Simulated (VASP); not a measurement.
# Ir (I4_1/amd) in VASP: single point with PBE

Aim: the single point of Ir with PBE.

Everything below comes from runs of VASP 6.6.1. Logs are shortened: lines on timing, memory, paths and dates and some standing lists are left out, and cuts for length are marked.

## Step 1: The cell of the first run

Symmetry: I4_1/amd, No. 141, tetragonal system. The conventional cell has a = 4.853 Å, b = 4.853 Å, c = 2.755 Å, α = 90.00°, β = 90.00°, γ = 90.00°. Ir (site symmetry -4m2) has 10 Ir at 2.52 to 3.19 Å within 3.3 Å.

## Step 2: Single point, PBE (16.22 Å³/atom)

File POSCAR:

```
Ir
1.0
   -2.4263193818      2.4263193818      1.3773410161
    2.4263193818     -2.4263193818      1.3773410161
    2.4263193818      2.4263193818     -1.3773410161
Ir
2
Direct
   -0.3750000000     -0.1250000000     -0.2500000000
    0.3750000000      0.1250000000      0.2500000000
```

File INCAR.step1:

```
PREC = Accurate
ENCUT = 520
EDIFF = 1E-6
ISMEAR = -1
SIGMA = 0.05
LREAL = F
LASPH = T
NELM = 80
ALGO = Normal
ISIF = 2
LWAVE = F
LCHARG = T
LMAXMIX = 4
GGA = PE
NBANDS = 16
```

File KPOINTS.step1:

```
Automatic mesh
0
Gamma
  18 18 18
```

File INCAR.step2:

```
PREC = Accurate
ENCUT = 520
EDIFF = 1E-6
ISMEAR = -5
SIGMA = 0.05
LREAL = F
LASPH = T
NELM = 80
ALGO = Normal
ISIF = 2
LWAVE = F
LCHARG = F
LMAXMIX = 4
GGA = PE
LORBIT = 11
NBANDS = 16
NEDOS = 1001
ICHARG = 11
```

File KPOINTS.step2:

```
Automatic mesh
0
Gamma
  27 27 27
```

Potentials or basis: VASP PAW PBE potentials, release 64 (Ir).

Started as:

```console
$ cat potpaw_PBE.64/Ir/POTCAR > POTCAR
$ cp INCAR.step1 INCAR
$ cp KPOINTS.step1 KPOINTS
$ mpirun -np 1 vasp_std > vasp.out
$ cp INCAR.step2 INCAR
$ cp KPOINTS.step2 KPOINTS
$ mpirun -np 1 vasp_std > vasp.out
```

OUTCAR:

```text
PREC = Accurate
   ENCUT = 520
   EDIFF = 1E-6
   ISMEAR = -5
   LREAL = F
   LASPH = T
   NELM = 80
   ISIF = 2
   GGA = PE
   LORBIT = 11
   ICHARG = 11

 ion  position               nearest neighbor table
   1  0.625  0.875  0.750-   2 2.52   2 2.52   2 2.52   2 2.52   2 3.19   2 3.19   2 3.19   2 3.19

   2  0.375  0.125  0.250-   1 2.52   1 2.52   1 2.52   1 2.52   1 3.19   1 3.19   1 3.19   1 3.19

  LATTYP: Found a body centered tetragonal cell.
 ALAT       =     4.8526387636
 C/A-ratio  =     0.5676668234

  Lattice vectors:

 A1 = (  -2.4263193818,   2.4263193818,   1.3773410161)
 A2 = (   2.4263193818,  -2.4263193818,   1.3773410161)
 A3 = (   2.4263193818,   2.4263193818,  -1.3773410161)

Analysis of symmetry for initial positions (statically):
=====================================================================
 Subroutine PRICEL returns:
 Original cell was already a primitive cell.

 Routine SETGRP: Setting up the symmetry group for a
 body centered tetragonal supercell.

 Subroutine GETGRP returns: Found 16 space group operations
 (whereof  4 operations were pure point group operations)
 out of a pool of 16 trial point group operations.

The static configuration has the point symmetry C_2h.
 The point group associated with its full space group is D_4h.

Analysis of symmetry for dynamics (positions and initial velocities):
=====================================================================
 Subroutine PRICEL returns:
 Original cell was already a primitive cell.

 Routine SETGRP: Setting up the symmetry group for a
 body centered tetragonal supercell.

 Subroutine GETGRP returns: Found 16 space group operations
 (whereof  4 operations were pure point group operations)
 out of a pool of 16 trial point group operations.

The dynamic configuration has the point symmetry C_2h.
 The point group associated with its full space group is D_4h.

 Subroutine INISYM returns: Found 16 space group operations
 (whereof  4 operations are pure point group operations),
 and found     1 'primitive' translations

----------------------------------------------------------------------------------------

                                     Primitive cell

  volume of cell :      32.4338

  direct lattice vectors                    reciprocal lattice vectors
    -2.426319382  2.426319382  1.377341016     0.000000000  0.206073448  0.363018304
     2.426319382 -2.426319382  1.377341016     0.206073448  0.000000000  0.363018304
     2.426319382  2.426319382 -1.377341016     0.206073448  0.206073448  0.000000000

  length of vectors
     3.697447736  3.697447736  3.697447736     0.417430898  0.417430898  0.291431864

  position of ions in fractional coordinates (direct lattice)
     0.625000000  0.875000000  0.750000000
     0.375000000  0.125000000  0.250000000

  ion indices of the primitive-cell ions
   primitive index   ion index
                 1           1
                 2           2

----------------------------------------------------------------------------------------

 KPOINTS: Automatic mesh

Automatic generation of k-mesh.
 Grid dimensions read from file:
 generate k-points for:   27   27   27

 Generating k-lattice:

  Cartesian coordinates                     Fractional coordinates (reciprocal lattice)
     0.000000000  0.007632350  0.013445122     0.037037037  0.000000000 -0.000000000
     0.007632350  0.000000000  0.013445122     0.000000000  0.037037037 -0.000000000
     0.007632350  0.007632350  0.000000000     0.000000000  0.000000000  0.037037037

  Length of vectors
     0.015460404  0.015460404  0.010793773

  Shift w.r.t. Gamma in fractional coordinates (k-lattice)
     0.000000000  0.000000000  0.000000000

 TETIRR: Found  48351 inequivalent tetrahedra from   118098

 Subroutine IBZKPT returns following result:
 ===========================================

 Found   1470 irreducible k-points:

 Following reciprocal coordinates:
            Coordinates               Weight
  0.000000  0.000000  0.000000      1.000000
  0.037037  0.000000  0.000000      8.000000
  0.074074  0.000000  0.000000      8.000000
  0.111111  0.000000  0.000000      8.000000
  0.148148 -0.000000  0.000000      8.000000
  0.185185  0.000000  0.000000      8.000000
[... 16 lines left out ...]
  0.333333  0.037037  0.000000     16.000000
  0.370370  0.037037  0.000000     16.000000
 [... further k-points ...]
   k-points           NKPTS =   1470   k-points in BZ     NKDIM =   1470   number of bands    NBANDS=     16
   number of dos      NEDOS =   1001   number of ions     NIONS =      2
   total plane-waves  NPLWV =  21952
   dimension x,y,z NGX =    28 NGY =   28 NGZ =   28
   dimension x,y,z NGXF=    56 NGYF=   56 NGZF=   56
   ions per type =               2
   NGX,Y,Z   is equivalent  to a cutoff of  12.59, 12.59, 12.59 a.u.
   NGXF,Y,Z  is equivalent  to a cutoff of  25.18, 25.18, 25.18 a.u.
 SYSTEM =  unknown system
   PREC   = accura    normal or accurate (medium, high low for compatibility)
   ISTART =      0    job   : 0-new  1-cont  2-samecut
   ICHARG =     11    charge: 1-file 2-atom 10-const
   ISPIN  =      1    spin polarized calculation?
   LNONCOLLINEAR =      F non collinear calculations
   LSORBIT =      F    spin-orbit coupling
   LASPH  =      T    aspherical Exc in radial PAW
   ENCUT  =  520.0 eV  38.22 Ry    6.18 a.u.   6.87  6.87  6.87*2*pi/ulx,y,z
   NELM   =     80;   NELMIN=  2; NELMDL=  0     # of ELM steps
   EDIFF  = 0.1E-05   stopping-criterion for ELM
   LREAL  =      F    real-space projection
   EDIFFG = 0.1E-04   stopping-criterion for IOM
   NSW    =      0    number of steps for IOM
   IBRION =     -1    ionic relax: 0-MD 1-quasi-New 2-CG
   NFREE  =      0    steps in history (QN), initial steepest desc. (CG)
   ISIF   =      2    stress and relaxation
   ISYM   =      2    0-nonsym 1-usesym 2-fastsym
   POTIM  = 0.5000    time-step for ionic-motion
   TEBEG  =    0.0;   TEEND  =   0.0 temperature during run
   PSTRESS=    0.0 pullay stress
   NELECT =      18.0000    total number of electrons
   NUPDOWN=      -1.0000    fix difference up-down
   EMIN   =  10.00;   EMAX   =-10.00  energy-range for DOS
   EFERMI =   0.00;   METHOD = LEGACY
   ISMEAR =    -5;   SIGMA  =   0.05  broadening in eV -4-tet -1-fermi 0-gaus
   EFERMI_NEDOS =   21; number of points for ismear=-14 and -15
   IALGO  =     38    algorithm
   IMIX   =      4    mixing-type and parameters
     AMIX     =   0.40;   BMIX     =  1.00
     AMIX_MAG =   1.60;   BMIX_MAG =  1.00
  volume/ion in A,a.u.               =      16.22       109.44
  Fermi-wavevector in a.u.,A,eV,Ry     =   1.345344  2.542331 24.625854  1.809949
  Thomas-Fermi vector in A             =   2.473264
   LORBIT       =     11    0 simple, 1 ext, 2 COOP (PROOUT), +10 PAW based schemes
   GGA     = PE    functional components
   LHFCALC =     F    Hartree Fock is set to
   AEXX    =    0.0000 exact exchange contribution
   IVDW    =     0    specifies the selected vdW correction
   LEPSILON=     F    determine dielectric tensor
   LRPA    =     F    only Hartree local field effects (RPA)
 non-spin polarized calculation
 Fermi weights with tetrahedron method with Bloechl corrections
  energy-cutoff  :      520.00
  volume of cell :       32.43
 maximum number of plane-waves:       891

 number of electron      17.9999998 magnetization

 Free energy of the ion-electron system (eV)
  ---------------------------------------------------
  ext. energy  EPLUGINS =         0.00000000
  ---------------------------------------------------
  free energy    TOTEN  =       -16.36312209 eV

  energy without entropy =      -16.36312209  energy(sigma->0) =      -16.36312209

 E-fermi :   8.1570     XC(G=0): -13.0763

 val. band max:        8.2101842945   @ k =  -0.1111  -0.3333   0.0370
 cond. band min:       8.0577769409   @ k =  -0.4815   0.4815   0.4074
 fundamental gap:     -0.1524073536
 Fermi energy:         8.1569863947

 k-point     1 :       0.0000    0.0000    0.0000
  band No.  band energies     occupation
      1      -1.4214      2.00000
      2       1.5350      2.00000
      3       2.4418      2.00000
      4       3.3194      2.00000
      5       4.0710      2.00000
      6       6.9998      2.00000
[... 8 lines left out ...]
     15      24.2210      0.00000
     16      24.9074      0.00000

 k-point     2 :       0.0370    0.0000    0.0000
  band No.  band energies     occupation
      1      -1.3717      2.00000
      2       1.5601      2.00000
      3       2.4489      2.00000
      4       3.3735      2.00000
      5       4.0966      2.00000
      6       6.7422      2.00000
[... 8 lines left out ...]
     15      24.2049      0.00000
     16      24.9006      0.00000

 k-point     3 :       0.0741    0.0000    0.0000
  band No.  band energies     occupation
      1      -1.2243      2.00000
      2       1.6345      2.00000
      3       2.4733      2.00000
      4       3.5274      2.00000
      5       4.1692      2.00000
      6       6.3765      2.00000
[... 8 lines left out ...]
     15      24.1554      0.00000
     16      24.8472      0.00000

 k-point     4 :       0.1111    0.0000    0.0000
  band No.  band energies     occupation
      1      -0.9842      2.00000
      2       1.7548      2.00000
      3       2.5194      2.00000
      4       3.7562      2.00000
      5       4.2777      2.00000
      6       5.9714      2.00000
[... 8 lines left out ...]
     15      24.0697      0.00000
     16      24.7099      0.00000
[... 324 lines left out ...]
 k-point    22 :       0.2963    0.0370    0.0000
  band No.  band energies     occupation
      1       1.3498      2.00000
      2       2.5480      2.00000
      3       2.8221      2.00000
      4       4.2356      2.00000
      5       4.4838      2.00000
      6       5.0377      2.00000
[... 8 lines left out ...]
     15      21.3987      0.00000
     16      23.2734      0.00000

 k-point    23 :       0.3333    0.0370    0.0000
  band No.  band energies     occupation
      1       1.6165      2.00000
      2       2.5066      2.00000
      3       2.8728      2.00000
      4       4.1795      2.00000
      5       4.6370      2.00000
      6       5.1426      2.00000
[... 8 lines left out ...]
     15      20.8626      0.00000
     16      22.9062      0.00000

 k-point    24 :       0.3704    0.0370    0.0000
  band No.  band energies     occupation
      1       1.7671      2.00000
      2       2.4388      2.00000
      3       2.9685      2.00000
      4       3.9629      2.00000
      5       4.8890      2.00000
      6       5.4767      2.00000
[... 8 lines left out ...]
     15      20.3754      0.00000
     16      22.4680      0.00000

 [... further k-points ...]

------------------------ aborting loop because EDIFF is reached ----------------------------------------

  FORCE on cell =-STRESS in cart. coord.  units (eV):
  Direction    XX          YY          ZZ          XY          YZ          ZX
  --------------------------------------------------------------------------------------
  -------------------------------------------------------------------------------------
  Total       -0.0043094     -0.0043094      0.0107058      0.0000000     -0.0000000      0.0000000
  in kB       -0.2128780     -0.2128780      0.5288503      0.0000000     -0.0000000      0.0000000
  external PRESSURE =       0.0343648 kB  Pullay stress =       0.0000000 kB

 VOLUME and BASIS-vectors are now :
 -----------------------------------------------------------------------------
  energy-cutoff  :      520.00
  volume of cell :       32.43
      direct lattice vectors                 reciprocal lattice vectors
    -2.426319382  2.426319382  1.377341016     0.000000000  0.206073448  0.363018304
     2.426319382 -2.426319382  1.377341016     0.206073448  0.000000000  0.363018304
     2.426319382  2.426319382 -1.377341016     0.206073448  0.206073448  0.000000000

 POSITION                                       TOTAL-FORCE (eV/Angst)
 -----------------------------------------------------------------------------------
      2.42632      1.21316      1.03301         0.000000     -0.000000     -0.000000
      0.00000      1.21316      0.34434        -0.000000      0.000000      0.000000
 -----------------------------------------------------------------------------------
    total drift:                                0.000000      0.000000     -0.000000

  FREE ENERGIE OF THE ION-ELECTRON SYSTEM (eV)
  ---------------------------------------------------
  free  energy   TOTEN  =       -16.3631220887 eV

  energy  without entropy=      -16.3631220887  energy(sigma->0) =      -16.36312209

 total charge

# of ion       s       p       d       tot
------------------------------------------
    1        0.708   0.583   6.982   8.273
    2        0.708   0.583   6.982   8.273
--------------------------------------------------
tot          1.415   1.166  13.964  16.545
```

Wall time 10 min (1 thread of Intel Xeon 6975P-C (Granite Rapids), shared host); peak memory 0.82 GiB.

What came out:

| Item | Value |
| --- | --- |
| Valence electrons inside the program's atomic spheres | Ir 8.27 |

Caveat: spin-orbit coupling is left out, which moves the levels of the heavy elements; tetrahedron occupations give inexact forces and stress in metals.
